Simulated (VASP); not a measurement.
Here is a VASP 6.6.1 calculation.

File POSCAR:

```
AlN
1.0
    0.0000000000      2.4515732958      1.7332623201
    2.4515732958      0.0000000000      1.7332623201
    2.4515732958      2.4515732958      0.0000000000
Al N
1 1
Direct
    0.0000000000      0.0000000000      0.0000000000
    0.7500000000      0.7500000000      0.7500000000
```

File INCAR.step1:

```
ALGO = Normal ; EDIFF = 1E-4
ENCUT = 520 ; GGA = PE
ISMEAR = 0 ; LASPH = T
LCHARG = F ; LREAL = F
LWAVE = T ; NBANDS = 11
NELM = 80 ; PREC = Accurate
SIGMA = 0.05
```

Contents of INCAR.step2:

```
ALGO = Normal ; EDIFF = 1E-6
ENCUT = 520 ; ISIF = 2
ISMEAR = 0 ; ISTART = 1
LASPH = T ; LCHARG = F
LMIXTAU = T ; LREAL = F
LWAVE = F ; METAGGA = R2SCAN
NBANDS = 11 ; NELM = 80
PREC = Accurate ; SIGMA = 0.05
```

The input KPOINTS:

```
k-points
0
Gamma
  10 10 10
```

Potentials or basis: VASP PAW PBE potentials, release 64 (Al, N).

Launch:

```sh
$ cat potpaw_PBE.64/Al/POTCAR potpaw_PBE.64/N/POTCAR > POTCAR
$ cp INCAR.step1 INCAR
$ mpirun -np 1 vasp_std > vasp.out
$ cp INCAR.step2 INCAR
$ mpirun -np 1 vasp_std > vasp.out
```

Task: Predict the band gap on the k mesh.

Result: 3.59 eV, indirect (least direct gap 3.74 eV).

Task: Estimate the pressure.

Result: -10.7 GPa.

Stress tensor (GPa, compression positive):
```
-19.71   0.00   0.00
  0.00 -19.71   0.00
  0.00   0.00   7.45
```

Caveat: the PAW data sets were made with another functional, which shifts forces and pressure a little. A k mesh can miss the band edges.
